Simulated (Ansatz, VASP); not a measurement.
**KCl: VASP beside Ansatz**

```
CELL_PARAMETERS angstrom
0.00000 3.14187 3.14187
3.14187 0.00000 3.14187
3.14187 3.14187 0.00000
ATOMIC_POSITIONS crystal
K 0.00000 0.00000 0.00000
Cl 0.50000 0.50000 0.50000
```

Alike in both runs: task single point; functional r2SCAN; k mesh 6 × 6 × 6; occupations gaussian, width 0.1 eV; no spin polarisation.

|  | VASP | Ansatz |
| --- | --- | --- |
| version | VASP 6.6.1 | Ansatz 0.2.0 |
| potentials or method | VASP PAW PBE potentials, release 64 (K_sv, Cl), cutoff 520 eV | scalar-relativistic, plane waves, PAW |
| valence electrons in the cell | 16 | 16 |

```tsv
	VASP	Ansatz	Ansatz less VASP
gap on the k mesh at the Fermi level (eV)	5.85	5.84	-0.004
least direct gap on the mesh (eV)	5.85	5.84	-0.004
pressure (GPa)	0.1	0.1	+0.03
```

VASP's potentials were made for PBE, not for r2SCAN.
